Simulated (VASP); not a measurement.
Runs of VASP 6.6.1 on AlP (zincblende type). The structure is that of space group F-43m (No. 216), or close to it. The cells are those of the table. 

```tsv
task	cell	gap on the mesh (eV)	pressure (GPa)
single point	a = 3.712 Å, angles 60.0°, 2 atoms	(b)	14.5
single point	a = 3.795 Å, angles 60.0°, 2 atoms	1.81	(a)
single point	a = 3.874 Å, angles 60.0°, 2 atoms	1.93	-0.3
relaxation of cell and atoms	relaxed from a = 3.817 Å, angles 60.0°, 2 atoms	1.92	0.0
```

Alike in all rows: level r2SCAN; potentials or basis VASP PAW PBE potentials, release 64 (Al, P); no spin polarisation; k mesh 12 × 12 × 12; cutoff (eV) 550; smearing fermi-dirac 0.08 eV.

Q: Estimate the missing entries.

A: (a) 6.0; (b) 1.66.

Caveats: the PAW data sets were made with another functional, which shifts forces and pressure a little.

A k mesh can miss the band edges.
